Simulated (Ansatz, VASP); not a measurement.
## FeNi2 in VASP and in Ansatz

```
CELL_PARAMETERS angstrom
2.24314 -2.24342 0.00000
2.24314 2.24342 0.00000
0.00000 0.00000 4.48742
ATOMIC_POSITIONS crystal
Fe 0.00000 0.00000 0.50000
Ni 0.00000 0.00000 0.00000
Ni 0.50000 0.50000 0.00000
```

Alike in both runs: functional PBE; k mesh 6 × 6 × 4; occupations gaussian, width 0.1 eV; collinear spin.

Ansatz relaxed the structure, and its values are those at the end. VASP's run is a single point on that final structure, the one shown.

```csv
,VASP,Ansatz
version,VASP 6.6.1,Ansatz 0.2.0
potentials or method,"VASP PAW PBE potentials, release 64 (Fe, Ni), cutoff 520 eV","scalar-relativistic, plane waves, PAW"
valence electrons in the cell,28,52
```

VASP gave:

| Item | Value |
| --- | --- |
| gap on the k mesh at the Fermi level (eV) | none |
| pressure (GPa) | -0.2 |
| net moment per atom (μB) | 1.47 |
| size of the moment on the site where the two differ most (μB) | 3.16 |

Q: Which values does Ansatz return?

A: gap on the k mesh at the Fermi level (eV): none; pressure (GPa): -0.1; net moment per atom (μB): 1.47; size of the moment on the site where the two differ most (μB): 3.04.

Site moments also hang on the region over which each program counts them. A gap of «none» marks a metal or a gap that the smearing closes. With one functional, cell and mesh, what is left measures potentials, basis and numerics. VASP's potentials hold 28 valence electrons a cell and Ansatz's 52, so a difference there can come from the potentials and not from the codes.
